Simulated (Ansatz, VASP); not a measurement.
## One calculation of Zr3Si2, two programs

```xyz
10
Lattice="6.9949 0.0000 0.0000 0.0000 6.9949 0.0000 0.0000 0.0000 3.6080" Properties=species:S:1:pos:R:3 pbc="T T T"
Zr    1.2228    4.7203    1.8040
Zr    5.7721    2.2747    1.8040
Zr    2.2747    1.2228    1.8040
Zr    4.7203    5.7721    1.8040
Zr    0.0000    0.0000    0.0000
Zr    3.4975    3.4975    0.0000
Si    4.3528    0.8553    0.0000
Si    2.6421    6.1396    0.0000
Si    6.1396    4.3528    0.0000
Si    0.8553    2.6421    0.0000
```

Change from the starting cell: equal strain along all axes, cell held, atoms relaxed: -1.0 %.

Alike in both runs: functional PBEsol; k mesh 6 × 6 × 10; occupations gaussian, width 0.1 eV; no spin polarisation.

Ansatz relaxed the structure, and its values are those at the end. VASP's run is a single point on that final structure, the one shown.

|  | VASP | Ansatz |
| --- | --- | --- |
| version | VASP 6.6.1 | Ansatz 0.2.0 |
| potentials or method | VASP PAW PBE potentials, release 64 (Zr_sv, Si), cutoff 520 eV | scalar-relativistic, plane waves, PAW |
| valence electrons in the cell | 88 | 88 |

|  | VASP | Ansatz | Ansatz less VASP |
| --- | --- | --- | --- |
| gap on the k mesh at the Fermi level (eV) | none | none | - |
| pressure (GPa) | 4.8 | 4.6 | -0.19 |
| rms of the force components (eV/Å) | 0.005 | 0.003 | -0.0018 |

VASP's potentials were made for PBE, not for PBEsol. A gap of «none» marks a metal or a gap that the smearing closes. Ansatz's warnings: stress scf threshold loose.
